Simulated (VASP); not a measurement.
Runs of VASP 6.6.1 on CdO (rock salt type). The structure is that of space group Fm-3m (No. 225), or close to it. The cells are those of the table. 

```csv
level,cell,k mesh,cutoff (eV),smearing,grid for exact exchange (PRECFOCK),screening parameter,gap on the mesh (eV),pressure (GPa)
r2SCAN,"a = 3.380 Å, angles 60.0°, 2 atoms",6 × 6 × 6,660,fermi-dirac 0.02 eV,-,-,none,-5.0
HSE06,"a = 3.357 Å, angles 60.0°, 2 atoms",4 × 4 × 4,520,fermi-dirac 0.05 eV,Normal,0.2079 1/Å,0.82,-2.2
HSE06,"a = 3.424 Å, angles 60.0°, 2 atoms",4 × 4 × 4,520,fermi-dirac 0.05 eV,Normal,0.2079 1/Å,(a),-9.2
HSE06,"a = 3.323 Å, angles 60.0°, 2 atoms",4 × 4 × 4,520,fermi-dirac 0.05 eV,Normal,0.2079 1/Å,0.91,2.3
HSE06,"a = 3.287 Å, angles 60.0°, 2 atoms",4 × 4 × 4,520,fermi-dirac 0.05 eV,Normal,0.2079 1/Å,(c),7.7
PBE,"a = 3.380 Å, angles 60.0°, 2 atoms",8 × 8 × 8,600,fermi-dirac 0.1 eV,-,-,none,0.0
HSE06,"a = 3.391 Å, angles 60.0°, 2 atoms",4 × 4 × 4,520,fermi-dirac 0.05 eV,Normal,0.2079 1/Å,(b),-6.0
PBE,"a = 3.380 Å, angles 60.0°, 2 atoms",6 × 6 × 6,600,fermi-dirac 0.02 eV,-,-,none,0.0
```

Alike in all rows: task single point; potentials or basis VASP PAW PBE potentials, release 64 (Cd, O); no spin polarisation.

Task: Estimate the missing entries.

Result: (a) 0.67; (b) 0.75; (c) 0.99.

Caveats: some runs use coarse meshes; the PAW data sets were made with another functional, which shifts forces and pressure a little (some runs).

A k mesh can miss the band edges, and the runs leave out spin-orbit coupling on Cd.

A gap of «none» marks levels without a gap at the run's occupations.
